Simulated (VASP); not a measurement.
# GaN (I-4m2) in VASP: a series of runs

The runs below take GaN through single point, with HSE06, r2SCAN.

Program: VASP 6.6.1. These are calculated values, not measurements. Logs are shortened: lines on timing, memory, paths and dates and some standing lists are left out, and cuts for length are marked.

## Step 1: The cell of the first run

It takes space group I-4m2 (No. 119, tetragonal). The conventional cell has a = 3.276 Å, b = 3.276 Å, c = 4.346 Å, α = 90.00°, β = 90.00°, γ = 90.00°. Within 2.6 Å of Ga (site symmetry -4m2) lie 4 N at 1.97 Å. Within 2.6 Å of N (site symmetry -4m2) lie 4 Ga at 1.97 Å.

## Step 2: Single point, HSE06 (epitaxial xy strain +3.0%)

File POSCAR:

```
GaN
1.0
    0.0000000000      2.3164211173      2.1730578193
    2.3164211173      0.0000000000      2.1730578193
    2.3164211173      2.3164211173      0.0000000000
Ga N
1 1
Direct
    0.0000000000      0.0000000000      0.0000000000
    0.2500000000      0.2500000000      0.2500000000
```

File INCAR.step1:

```
PREC = Accurate
ENCUT = 520
EDIFF = 1E-5
ISMEAR = 0
SIGMA = 0.01
LREAL = F
LASPH = T
NELM = 60
ALGO = Normal
ISIF = 2
LWAVE = T
LCHARG = F
NBANDS = 16
GGA = PE
```

File INCAR.step2:

```
PREC = Accurate
ENCUT = 520
EDIFF = 1E-6
ISMEAR = 0
SIGMA = 0.01
LREAL = F
LASPH = T
NELM = 60
ALGO = Normal
ISIF = 2
LWAVE = F
LCHARG = F
GGA = PE
LHFCALC = T
HFSCREEN = 0.2079
PRECFOCK = Normal
NBANDS = 16
ISTART = 1
```

File KPOINTS:

```
regular mesh
0
Gamma
  6 6 6
```

Potentials or basis: VASP PAW PBE potentials, release 64 (Ga_d, N).

On the command line:

```sh
$ cat potpaw_PBE.64/Ga_d/POTCAR potpaw_PBE.64/N/POTCAR > POTCAR
$ cp INCAR.step1 INCAR
$ mpirun -np 1 vasp_std > vasp.out
$ cp INCAR.step2 INCAR
$ mpirun -np 1 vasp_std > vasp.out
```

OUTCAR:

```text
PREC = Accurate
   ENCUT = 520
   EDIFF = 1E-6
   ISMEAR = 0
   LREAL = F
   LASPH = T
   NELM = 60
   ISIF = 2
   GGA = PE
   LHFCALC = T
   HFSCREEN = 0.2079
   PRECFOCK = Normal
   ISTART = 1

 ion  position               nearest neighbor table
   1  0.000  0.000  0.000-   2 1.97   2 1.97   2 1.97   2 1.97
   2  0.250  0.250  0.250-   1 1.97   1 1.97   1 1.97   1 1.97

  LATTYP: Found a body centered tetragonal cell.
 ALAT       =     3.2759141603
 C/A-ratio  =     1.3266878880

  Lattice vectors:

 A1 = (   0.0000000000,  -2.3164211173,  -2.1730578193)
 A2 = (   0.0000000000,   2.3164211173,  -2.1730578193)
 A3 = (   2.3164211173,   0.0000000000,   2.1730578193)

Analysis of symmetry for initial positions (statically):
=====================================================================
 Subroutine PRICEL returns:
 Original cell was already a primitive cell.

 Routine SETGRP: Setting up the symmetry group for a
 body centered tetragonal supercell.

 Subroutine GETGRP returns: Found  8 space group operations
 (whereof  8 operations were pure point group operations)
 out of a pool of 16 trial point group operations.

The static configuration has the point symmetry D_2d.

Analysis of symmetry for dynamics (positions and initial velocities):
=====================================================================
 Subroutine PRICEL returns:
 Original cell was already a primitive cell.

 Routine SETGRP: Setting up the symmetry group for a
 body centered tetragonal supercell.

 Subroutine GETGRP returns: Found  8 space group operations
 (whereof  8 operations were pure point group operations)
 out of a pool of 16 trial point group operations.

The dynamic configuration has the point symmetry D_2d.

 Subroutine INISYM returns: Found  8 space group operations
 (whereof  8 operations are pure point group operations),
 and found     1 'primitive' translations

----------------------------------------------------------------------------------------

                                     Primitive cell

  volume of cell :      23.3204

  direct lattice vectors                    reciprocal lattice vectors
     0.000000000  2.316421117  2.173057819    -0.215850217  0.215850217  0.230090518
     2.316421117  0.000000000  2.173057819     0.215850217 -0.215850217  0.230090518
     2.316421117  2.316421117  0.000000000     0.215850217  0.215850217 -0.230090518

  length of vectors
     3.176159171  3.176159171  3.275914160     0.382262055  0.382262055  0.382262055

  position of ions in fractional coordinates (direct lattice)
     0.000000000  0.000000000  0.000000000
     0.250000000  0.250000000  0.250000000

  ion indices of the primitive-cell ions
   primitive index   ion index
                 1           1
                 2           2

----------------------------------------------------------------------------------------

 KPOINTS: regular mesh

Automatic generation of k-mesh.
 Grid dimensions read from file:
 generate k-points for:    6    6    6

 Generating k-lattice:

  Cartesian coordinates                     Fractional coordinates (reciprocal lattice)
    -0.035975036  0.035975036  0.038348420     0.166666667  0.000000000  0.000000000
     0.035975036 -0.035975036  0.038348420     0.000000000  0.166666667  0.000000000
     0.035975036  0.035975036 -0.038348420    -0.000000000 -0.000000000  0.166666667

  Length of vectors
     0.063710342  0.063710342  0.063710342

  Shift w.r.t. Gamma in fractional coordinates (k-lattice)
     0.000000000  0.000000000  0.000000000

 Subroutine IBZKPT returns following result:
 ===========================================

 Found     30 irreducible k-points:

 Following reciprocal coordinates:
            Coordinates               Weight
  0.000000  0.000000  0.000000      1.000000
  0.166667  0.000000  0.000000      8.000000
  0.333333 -0.000000  0.000000      8.000000
  0.500000 -0.000000  0.000000      4.000000
  0.166667  0.166667  0.000000      2.000000
  0.333333  0.166667  0.000000      8.000000
[... 16 lines left out ...]
  0.333333  0.000000  0.333333      4.000000
  0.500000  0.000000  0.333333     16.000000
 [... further k-points ...]
   k-points           NKPTS =     30   k-points in BZ     NKDIM =    216   number of bands    NBANDS=     16
   number of dos      NEDOS =    301   number of ions     NIONS =      2
   total plane-waves  NPLWV =  13824
   dimension x,y,z NGX =    24 NGY =   24 NGZ =   24
   dimension x,y,z NGXF=    48 NGYF=   48 NGZF=   48
   ions per type =               1   1
   NGX,Y,Z   is equivalent  to a cutoff of  12.56, 12.56, 12.18 a.u.
   NGXF,Y,Z  is equivalent  to a cutoff of  25.12, 25.12, 24.36 a.u.
 SYSTEM =  unknown system
   PREC   = accura    normal or accurate (medium, high low for compatibility)
   ISTART =      1    job   : 0-new  1-cont  2-samecut
   ICHARG =      0    charge: 1-file 2-atom 10-const
   ISPIN  =      1    spin polarized calculation?
   LNONCOLLINEAR =      F non collinear calculations
   LSORBIT =      F    spin-orbit coupling
   LASPH  =      T    aspherical Exc in radial PAW
   ENCUT  =  520.0 eV  38.22 Ry    6.18 a.u.   5.91  5.91  6.09*2*pi/ulx,y,z
   NELM   =     60;   NELMIN=  2; NELMDL=  0     # of ELM steps
   EDIFF  = 0.1E-05   stopping-criterion for ELM
   LREAL  =      F    real-space projection
   EDIFFG = 0.1E-04   stopping-criterion for IOM
   NSW    =      0    number of steps for IOM
   IBRION =     -1    ionic relax: 0-MD 1-quasi-New 2-CG
   NFREE  =      0    steps in history (QN), initial steepest desc. (CG)
   ISIF   =      2    stress and relaxation
   ISYM   =      3    0-nonsym 1-usesym 2-fastsym
   POTIM  = 0.5000    time-step for ionic-motion
   TEBEG  =    0.0;   TEEND  =   0.0 temperature during run
   PSTRESS=    0.0 pullay stress
   NELECT =      18.0000    total number of electrons
   NUPDOWN=      -1.0000    fix difference up-down
   EMIN   =  10.00;   EMAX   =-10.00  energy-range for DOS
   EFERMI =   0.00;   METHOD = LEGACY
   ISMEAR =     0;   SIGMA  =   0.01  broadening in eV -4-tet -1-fermi 0-gaus
   EFERMI_NEDOS =   21; number of points for ismear=-14 and -15
   IALGO  =     38    algorithm
   IMIX   =      1    mixing-type and parameters
     AMIX     =   0.40;   BMIX     =  1.00
     AMIX_MAG =   1.60;   BMIX_MAG =  1.00
  volume/ion in A,a.u.               =      11.66        78.69
  Fermi-wavevector in a.u.,A,eV,Ry     =   1.501713  2.837826 30.683063  2.255141
  Thomas-Fermi vector in A             =   2.613048
   LORBIT       =      0    0 simple, 1 ext, 2 COOP (PROOUT), +10 PAW based schemes
   GGA     = PE    functional components
   LHFCALC =     T    Hartree Fock is set to
   PRECFOCK=normal    Normal, Fast or Accurate (Low or Medium for compatibility)
   ENCUT4O =  -1.0   cutoff for four orbital integrals eV
   NKREDX  =     1    reduce k-point grid by
   NKREDY  =     1    reduce k-point grid by
   NKREDZ  =     1    reduce k-point grid by
   AEXX    =    0.2500 exact exchange contribution
   HFSCREEN=    0.2079 screening length (either q_TF or 0.3 A-1)
   HFSCREENC=   0.2079 screening length for correlation (either q_TF or 0.3 A-1)
   ENCUTFOCK=  -1.0 apply spherical cutoff to Coloumb kernel
   IVDW    =     0    specifies the selected vdW correction
   LEPSILON=     F    determine dielectric tensor
   LRPA    =     F    only Hartree local field effects (RPA)
 non-spin polarized calculation
 Gauss-broadening in eV      SIGMA  =   0.01
  energy-cutoff  :      520.00
  volume of cell :       23.32
 maximum number of plane-waves:       640
  NGX = 18; NGY = 18; NGZ = 20

 number of electron      17.9999996 magnetization

 Free energy of the ion-electron system (eV)
  ---------------------------------------------------
  ext. energy  EPLUGINS =         0.00000000
  ---------------------------------------------------
  free energy    TOTEN  =       -14.70515590 eV

  energy without entropy =      -14.70515590  energy(sigma->0) =      -14.70515590

 E-fermi :   4.4889     XC(G=0):  -9.4891

 val. band max:        4.4426868890   @ k =   0.0000   0.0000   0.0000
 cond. band min:       7.0931435854   @ k =   0.0000   0.0000   0.0000
 fundamental gap:      2.6504566964
 Fermi energy:         4.4888510366

 k-point     1 :       0.0000    0.0000    0.0000
  band No.  band energies     occupation
      1     -13.0027      2.00000
      2     -11.3321      2.00000
      3     -11.3321      2.00000
      4     -11.2750      2.00000
      5     -11.0182      2.00000
      6     -11.0180      2.00000
[... 8 lines left out ...]
     15      23.9128      0.00000
     16      23.9128      0.00000

 k-point     2 :       0.1667    0.0000    0.0000
  band No.  band energies     occupation
      1     -12.7763      2.00000
      2     -11.3020      2.00000
      3     -11.2677      2.00000
      4     -11.1130      2.00000
      5     -11.0155      2.00000
      6     -11.0131      2.00000
[... 8 lines left out ...]
     15      22.0999      0.00000
     16      23.7796      0.00000

 k-point     3 :       0.3333   -0.0000    0.0000
  band No.  band energies     occupation
      1     -12.5217      2.00000
      2     -11.2621      2.00000
      3     -11.2223      2.00000
      4     -11.0196      2.00000
      5     -10.9876      2.00000
      6     -10.1928      2.00000
[... 8 lines left out ...]
     15      23.4888      0.00000
     16      23.7242      0.00000

 k-point     4 :       0.5000   -0.0000    0.0000
  band No.  band energies     occupation
      1     -12.4779      2.00000
      2     -11.2537      2.00000
      3     -11.2124      2.00000
      4     -11.0024      2.00000
      5     -10.9609      2.00000
      6      -9.3402      2.00000
[... 8 lines left out ...]
     15      25.6757      0.00000
     16      25.7619      0.00000
[... 324 lines left out ...]
 k-point    22 :      -0.3333    0.5000    0.1667
  band No.  band energies     occupation
      1     -12.4022      2.00000
      2     -11.1960      2.00000
      3     -11.1390      2.00000
      4     -11.0446      2.00000
      5     -10.9662      2.00000
      6      -8.4744      2.00000
[... 8 lines left out ...]
     15      26.4775      0.00000
     16      28.6650      0.00000

 k-point    23 :       0.3333    0.0000    0.3333
  band No.  band energies     occupation
      1     -12.4371      2.00000
      2     -11.1532      2.00000
      3     -11.1262      2.00000
      4     -11.1048      2.00000
      5     -10.9779      2.00000
      6      -9.9356      2.00000
[... 8 lines left out ...]
     15      27.2072      0.00000
     16      29.9623      0.00000

 k-point    24 :       0.5000    0.0000    0.3333
  band No.  band energies     occupation
      1     -12.4047      2.00000
      2     -11.1794      2.00000
      3     -11.0971      2.00000
      4     -11.0768      2.00000
      5     -10.9760      2.00000
      6      -9.0570      2.00000
[... 8 lines left out ...]
     15      27.8387      0.00000
     16      28.3306      0.00000

 [... further k-points ...]
[... 5 lines left out ...]
  --------------------------------------------------------------------------------------
  -------------------------------------------------------------------------------------
  Total       -1.0929897     -1.0929897      0.0081972      0.0000000      0.0000000     -0.0000000
  in kB      -75.0914276    -75.0914276      0.5631689      0.0000000      0.0000000     -0.0000000
  external PRESSURE =     -49.8732288 kB  Pullay stress =       0.0000000 kB

 VOLUME and BASIS-vectors are now :
 -----------------------------------------------------------------------------
  energy-cutoff  :      520.00
  volume of cell :       23.32
      direct lattice vectors                 reciprocal lattice vectors
     0.000000000  2.316421117  2.173057819    -0.215850217  0.215850217  0.230090518
     2.316421117  0.000000000  2.173057819     0.215850217 -0.215850217  0.230090518
     2.316421117  2.316421117  0.000000000     0.215850217  0.215850217 -0.230090518

 POSITION                                       TOTAL-FORCE (eV/Angst)
 -----------------------------------------------------------------------------------
      0.00000      0.00000      0.00000         0.000000      0.000000      0.000000
      1.15821      1.15821      1.08653        -0.000000     -0.000000     -0.000000
 -----------------------------------------------------------------------------------
    total drift:                                0.000001      0.000002     -0.000005

  FREE ENERGIE OF THE ION-ELECTRON SYSTEM (eV)
  ---------------------------------------------------
  free  energy   TOTEN  =       -14.7051559032 eV

  energy  without entropy=      -14.7051559032  energy(sigma->0) =      -14.70515590
```

Run time: 65 min. Hardware: 1 thread of AMD EPYC 7R43 (Zen 3), shared host; peak memory 0.23 GiB.

What came out:

- Free energy: -14.7052 eV
- Pressure: -5.0 GPa
- Band gap on the k mesh: 2.65 eV

Stress tensor (GPa, compression positive):
```
-7.51  0.00  0.00
 0.00 -7.51  0.00
 0.00  0.00  0.06
```

Levels at points of the mesh, in eV from the valence-band top:
| k point | band 5 | band 6 | band 7 | band 8 | band 9 | band 10 | band 11 | band 12 | band 13 | band 14 |
| --- | --- | --- | --- | --- | --- | --- | --- | --- | --- | --- |
| (0.00, 0.00, 0.00) | -15.46 | -15.46 | -0.26 | -0.26 | 0.00 | 2.65 | 11.52 | 11.70 | 11.70 | 18.96 |
| (0.50, 0.00, 0.00) | -15.40 | -13.78 | -7.57 | -1.42 | -0.96 | 5.66 | 10.16 | 11.14 | 12.26 | 16.90 |
| (0.50, 0.50, 0.00) | -15.38 | -12.99 | -6.17 | -3.33 | -3.33 | 4.03 | 7.13 | 13.87 | 15.40 | 15.40 |
| (0.50, 0.00, 0.50) | -15.40 | -13.35 | -6.88 | -2.85 | -2.79 | 4.42 | 8.23 | 12.91 | 14.99 | 16.49 |

Caveat: the cell differs from its parent crystal (epitaxial xy strain +3.0%); the cell stands under tension; the PAW data sets were made with another functional, which shifts forces and pressure a little.

(Part 1 of 2 ends here.)
